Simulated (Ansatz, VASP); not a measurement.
# BeS: VASP beside Ansatz

The input INCAR:

```
SYSTEM = BeS
ALGO = Normal ; EDIFF = 1E-7
ENCUT = 520 ; GGA = PE
ISIF = 2 ; ISMEAR = 0
LASPH = .True. ; LCHARG = .True.
LELF = .True. ; LREAL = .False.
LVHAR = .True. ; LWAVE = .False.
NBANDS = 11 ; NELM = 100
PREC = Accurate ; SIGMA = 0.01
```

The input KPOINTS:

```
k-points
0
Gamma
  8 8 8
  0 0 0
```

File POSCAR:

```
BeS
1.0
    0.0000000000      2.4620582498      2.4620582498
    2.4620582498      0.0000000000      2.4620582498
    2.4620582498      2.4620582498      0.0000000000
Be S
1 1
Direct
    0.0000000000      0.0000000000      0.0000000000
    0.2500000000      0.2500000000      0.2500000000
```

Input for Ansatz:

```yaml
crystal:
  lattice:
    - [0.0, 2.4620582498, 2.4620582498]
    - [2.4620582498, 0.0, 2.4620582498]
    - [2.4620582498, 2.4620582498, 0.0]
  atoms:
    - { symbol: Be, position: [0.0, 0.0, 0.0] }
    - { symbol: S, position: [0.25, 0.25, 0.25] }
kpoints:
  mp_grid: { grid: [8, 8, 8] }
hamiltonian:
  xc: pbe
scf:
  occupations: { method: fixed }
  n_extra_bands: 4
output:
  forces: true
  stress: true
  eigenvalues: true
```

Alike in both runs: task single point; functional PBE; k mesh 8 × 8 × 8; no spin polarisation.

|  | VASP | Ansatz |
| --- | --- | --- |
| version | VASP 6.6.1 | Ansatz 0.2.0 |
| potentials or method | VASP PAW PBE potentials, release 64 (Be, S) | plane waves, PAW |
| plane-wave cutoff (eV) | 520 | 420 |
| occupations | gaussian, width 0.01 eV | fixed |
| valence electrons in the cell | 8 | 8 |

|  | VASP | Ansatz | Ansatz less VASP |
| --- | --- | --- | --- |
| gap on the k mesh at the Fermi level (eV) | 3.21 | 3.21 | -0.001 |
| pressure (GPa) | -2.6 | -2.6 | -0.01 |
